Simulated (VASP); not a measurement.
# CaO (P6_3/mmc) in VASP: vibrations by perturbation theory with LDA

Aim: the vibrations by perturbation theory of CaO with LDA.

Everything below comes from runs of VASP 6.6.1. Logs are shortened: lines on timing, memory, paths and dates and some standing lists are left out, and cuts for length are marked.

## Step 1: The cell of the first run

Symmetry: P6_3/mmc, No. 194, hexagonal system. Conventional cell: a = 3.992 Å, b = 3.992 Å, c = 4.785 Å, α = 90.00°, β = 90.00°, γ = 120.00°. Within 3.0 Å of Ca (site symmetry -6m2) lie 5 O at 2.30 to 2.39 Å. O (site symmetry -6m2) has 5 Ca at 2.30 to 2.39 Å within 3.0 Å.

## Step 2: Vibrations by perturbation theory, LDA

Input file INCAR:

```
SYSTEM = CaO
PREC     = Accurate       ! precision mode
ENCUT    = 520            ! plane-wave cutoff, eV
EDIFF    = 1E-8           ! SCF threshold, eV
ISMEAR   = -1             ! smearing method
SIGMA    = 0.1            ! smearing width, eV
LREAL    = .FALSE.        ! projectors in reciprocal space
LASPH    = .TRUE.         ! aspherical terms in the spheres
NELM     = 60             ! most SCF steps
ALGO     = Normal         ! electronic algorithm
ISIF     = 2              ! what is computed and relaxed
LWAVE    = .FALSE.        ! write WAVECAR
LCHARG   = .TRUE.         ! write CHGCAR
IBRION   = 8              ! ionic algorithm
NSW      = 1              ! ionic steps
```

Input file KPOINTS:

```
Automatic mesh
0
G
  6 6 4
  0 0 0
```

Input file POSCAR:

```
CaO
1.0
    3.9919760000      0.0000000000      0.0000000000
   -1.9959880000      3.4571520000      0.0000000000
    0.0000000000      0.0000000000      4.7848400000
Ca O
2 2
Direct
    0.3333333333      0.6666666667      0.7500000000
    0.6666666667      0.3333333333      0.2500000000
    0.3333333333      0.6666666667      0.2500000000
    0.6666666667      0.3333333333      0.7500000000
```

Potentials or basis: VASP PAW LDA potentials, release 64 (Ca_sv, O).

Started as:

```sh
$ cat potpaw_LDA.64/Ca_sv/POTCAR potpaw_LDA.64/O/POTCAR > POTCAR
$ mpirun -np 1 vasp_std > vasp.out
```

OUTCAR:

```text
SYSTEM = CaO
   PREC = Accurate
   ENCUT = 520
   EDIFF = 1E-8
   ISMEAR = -1
   LREAL = .FALSE.
   LASPH = .TRUE.
   NELM = 60
   ISIF = 2
   IBRION = 8
   NSW = 1

 ion  position               nearest neighbor table
   1  0.333  0.667  0.750-   4 2.30   4 2.30   4 2.30   3 2.39   3 2.39
   2  0.667  0.333  0.250-   3 2.30   3 2.30   3 2.30   4 2.39   4 2.39
   3  0.333  0.667  0.250-   2 2.30   2 2.30   2 2.30   1 2.39   1 2.39
   4  0.667  0.333  0.750-   1 2.30   1 2.30   1 2.30   2 2.39   2 2.39

  LATTYP: Found a hexagonal cell.
 ALAT       =     3.9919760000
 C/A-ratio  =     1.1986144205

  Lattice vectors:

 A1 = (   3.9919760000,   0.0000000000,   0.0000000000)
 A2 = (  -1.9959880000,   3.4571520000,   0.0000000000)
 A3 = (   0.0000000000,   0.0000000000,   4.7848400000)

Analysis of symmetry for initial positions (statically):
=====================================================================
 Subroutine PRICEL returns:
 Original cell was already a primitive cell.

 Routine SETGRP: Setting up the symmetry group for a
 hexagonal supercell.

 Subroutine GETGRP returns: Found 24 space group operations
 (whereof 12 operations were pure point group operations)
 out of a pool of 24 trial point group operations.

The static configuration has the point symmetry D_3d.
 The point group associated with its full space group is D_6h.

Analysis of symmetry for dynamics (positions and initial velocities):
=====================================================================
 Subroutine PRICEL returns:
 Original cell was already a primitive cell.

 Routine SETGRP: Setting up the symmetry group for a
 hexagonal supercell.

 Subroutine GETGRP returns: Found 24 space group operations
 (whereof 12 operations were pure point group operations)
 out of a pool of 24 trial point group operations.

The dynamic configuration has the point symmetry D_3d.
 The point group associated with its full space group is D_6h.

 Subroutine INISYM returns: Found 24 space group operations
 (whereof 12 operations are pure point group operations),
 and found     1 'primitive' translations

----------------------------------------------------------------------------------------

                                     Primitive cell

  volume of cell :      66.0349

  direct lattice vectors                    reciprocal lattice vectors
     3.991976000  0.000000000  0.000000000     0.250502508  0.144627717  0.000000000
    -1.995988000  3.457152000  0.000000000     0.000000000  0.289255433  0.000000000
     0.000000000  0.000000000  4.784840000     0.000000000  0.000000000  0.208993404

  length of vectors
     3.991976000  3.991975457  4.784840000     0.289255394  0.289255433  0.208993404

  position of ions in fractional coordinates (direct lattice)
     0.333333333  0.666666667  0.750000000
     0.666666667  0.333333333  0.250000000
     0.333333333  0.666666667  0.250000000
     0.666666667  0.333333333  0.750000000

  ion indices of the primitive-cell ions
   primitive index   ion index
[... 117 lines left out ...]
  ---------------------------------------------------
  free energy    TOTEN  =       -27.93944765 eV

  energy without entropy =      -27.93944762  energy(sigma->0) =      -27.93944763

 E-fermi :   2.5564     XC(G=0):  -9.9576

 val. band max:        0.9907045674   @ k =   0.0000   0.0000   0.0000
 cond. band min:       3.9898995261   @ k =   0.0000   0.0000   0.0000
 fundamental gap:      2.9991949587
 Fermi energy:         2.5564153277

 k-point     1 :       0.0000    0.0000    0.0000
  band No.  band energies     occupation
      1     -36.0965      2.00000
      2     -35.9552      2.00000
      3     -17.7553      2.00000
      4     -17.4945      2.00000
      5     -17.4945      2.00000
      6     -17.2865      2.00000
[... 472 lines left out ...]
     19       8.3584      0.00000
     20       8.3584      0.00000

------------------------ aborting loop because EDIFF is reached ----------------------------------------

  FORCE on cell =-STRESS in cart. coord.  units (eV):
  Direction    XX          YY          ZZ          XY          YZ          ZX
  --------------------------------------------------------------------------------------
  -------------------------------------------------------------------------------------
  Total       -2.0037536     -2.0037529     -2.3049573      0.0000000      0.0000000      0.0000000
  in kB      -48.6162082    -48.6161905    -55.9241845      0.0000000      0.0000000      0.0000000
  external PRESSURE =     -51.0521944 kB  Pullay stress =       0.0000000 kB

 VOLUME and BASIS-vectors are now :
 -----------------------------------------------------------------------------
  energy-cutoff  :      520.00
  volume of cell :       66.03
      direct lattice vectors                 reciprocal lattice vectors
     3.991976000  0.000000000  0.000000000     0.250502508  0.144627717  0.000000000
    -1.995988000  3.457152000  0.000000000     0.000000000  0.289255433  0.000000000
     0.000000000  0.000000000  4.784840000     0.000000000  0.000000000  0.208993404

 POSITION                                       TOTAL-FORCE (eV/Angst)
 -----------------------------------------------------------------------------------
     -0.00000      2.30477      3.58863         0.000000      0.000000      0.000000
      1.99599      1.15238      1.19621        -0.000000     -0.000000      0.000000
     -0.00000      2.30477      1.19621         0.000000     -0.000000      0.000000
      1.99599      1.15238      3.58863        -0.000000      0.000000      0.000000
 -----------------------------------------------------------------------------------
    total drift:                                0.000000      0.000000     -0.000000

  FREE ENERGIE OF THE ION-ELECTRON SYSTEM (eV)
  ---------------------------------------------------
  free  energy   TOTEN  =       -27.9394476486 eV

  energy  without entropy=      -27.9394476203  energy(sigma->0) =      -27.93944763

[... ionic steps 2 to 9 ...]

--------------------------------------- Ionic step       10  -------------------------------------------

------------------------ aborting loop because EDIFF is reached ----------------------------------------

[... ionic steps 11 to 11 ...]

--------------------------------------- Ionic step       12  -------------------------------------------

 Free energy of the ion-electron system (eV)
  ---------------------------------------------------
  ---------------------------------------------------
  free energy    TOTEN  =        -0.36702530 eV

  energy without entropy =       -0.36702530

------------------------ aborting loop because EDIFF is reached ----------------------------------------

 INTERNAL STRAIN TENSOR  FOR ION    3  DIRECTION 3   (eV/Angst):
 -----------------------------------------------------------------------------
     0.00381  0.00000 -0.00000
     0.00000  0.00381  0.00000
     0.00000  0.00000  0.00364

 INTERNAL STRAIN TENSOR FOR ION    4 for displacements in x,y,z  (eV/Angst):
          X           Y           Z          XY          YZ          ZX
  --------------------------------------------------------------------------------
  x    -0.00000     0.00000     0.00000     4.00480     0.00000     0.00000
  y     4.00480    -4.00480     0.00000     0.00000     0.00000     0.00000
  z     0.00000     0.00000     0.00000     0.00000     0.00000     0.00000

 SECOND DERIVATIVES (NOT SYMMETRIZED)
 ------------------------------------
               1X          1Y          1Z          2X          2Y          2Z          3X          3Y          3Z          4X          4Y          4Z
  1X    -6.954104   -0.000000    0.000000    1.415661    0.000000    0.000000    1.251242    0.000000    0.000000    4.287201    0.000000    0.000000
  1Y     0.000000   -6.954102    0.000000    0.000000    1.415660    0.000000    0.000000    1.251242    0.000000    0.000000    4.287199    0.000000
  1Z     0.000000    0.000000   -7.453907    0.000000    0.000000    4.749289    0.000000    0.000000    0.617880    0.000000    0.000000    2.086738
  2X     1.415661    0.000000    0.000000   -6.954104   -0.000000    0.000000    4.287201    0.000000    0.000000    1.251242    0.000000    0.000000
  2Y     0.000000    1.415660    0.000000    0.000000   -6.954102    0.000000    0.000000    4.287199    0.000000    0.000000    1.251242    0.000000
  2Z     0.000000    0.000000    4.749289    0.000000    0.000000   -7.453907    0.000000    0.000000    2.086738    0.000000    0.000000    0.617880
  3X     1.258959    0.000000    0.000000    4.274451    0.000000    0.000000   -5.996036    0.000000    0.000000    0.462626    0.000000    0.000000
  3Y     0.000000    1.258958    0.000000    0.000000    4.274449    0.000000    0.000000   -5.996034    0.000000    0.000000    0.462626    0.000000
  3Z    -0.000000    0.000000    0.542864    0.000000   -0.000000    2.113012    0.000000    0.000000   -4.894112    0.000000   -0.000000    2.238236
  4X     4.274451    0.000000    0.000000    1.258959    0.000000    0.000000    0.462626    0.000000    0.000000   -5.996036    0.000000    0.000000
  4Y     0.000000    4.274449    0.000000    0.000000    1.258958    0.000000    0.000000    0.462626    0.000000    0.000000   -5.996034    0.000000
  4Z     0.000000   -0.000000    2.113012   -0.000000    0.000000    0.542864    0.000000   -0.000000    2.238236    0.000000    0.000000   -4.894112

 Eigenvectors and eigenvalues of the dynamical matrix
 ----------------------------------------------------

   1 f  =   10.876439 THz    68.338683 2PiTHz  362.798963 cm-1    44.981318 meV
             X         Y         Z           dx          dy          dz
     -0.000000  2.304768  3.588630    -0.377824    0.000000   -0.000000
      1.995988  1.152384  1.196210    -0.377824    0.000000    0.000000
     -0.000000  2.304768  1.196210     0.597703   -0.000000   -0.000000
      1.995988  1.152384  3.588630     0.597703   -0.000000    0.000000
[... 71 lines left out ...]
  12 f/i=    0.031137 THz     0.195640 2PiTHz    1.038623 cm-1     0.128773 meV
             X         Y         Z           dx          dy          dz
     -0.000000  2.304768  3.588630     0.000000   -0.000000   -0.596219
      1.995988  1.152384  1.196210     0.000000   -0.000000   -0.596219
     -0.000000  2.304768  1.196210     0.000000   -0.000000   -0.380162
      1.995988  1.152384  3.588630     0.000000   -0.000000   -0.380162

--------------------------------------------------------------------------------------------------------

 ELASTIC MODULI CONTR FROM IONIC RELAXATION (kBar)
 Direction    XX          YY          ZZ          XY          YZ          ZX
 --------------------------------------------------------------------------------
 XX        -210.9162    210.9161     -0.0000      0.0000      0.0000     -0.0000
 YY         210.9161   -210.9160      0.0000     -0.0000     -0.0000      0.0000
 ZZ          -0.0000      0.0000     -0.0000      0.0000     -0.0000      0.0000
 XY           0.0000     -0.0000      0.0000   -210.9161      0.0000     -0.0000
 YZ           0.0000     -0.0000     -0.0000      0.0000     -0.0000      0.0000
 ZX          -0.0000      0.0000      0.0000     -0.0000      0.0000     -0.0000
 --------------------------------------------------------------------------------
```

Wall time 10 min (1 thread of Intel Xeon Platinum 8375C at 2.90GHz (Ice Lake), shared host); peak memory 0.34 GiB.

Results:

- Highest phonon frequency at Γ, LO-TO splitting left out: 363 cm⁻¹

Phonon frequencies in cm⁻¹ (negative: imaginary):
| q point | frequencies |
| --- | --- |
| (0.000, 0.000, 0.000) | -1 0 0 203 203 252 277 354 354 357 363 363 |

Caveat: the cell stands under pressure or tension, which shifts response properties.
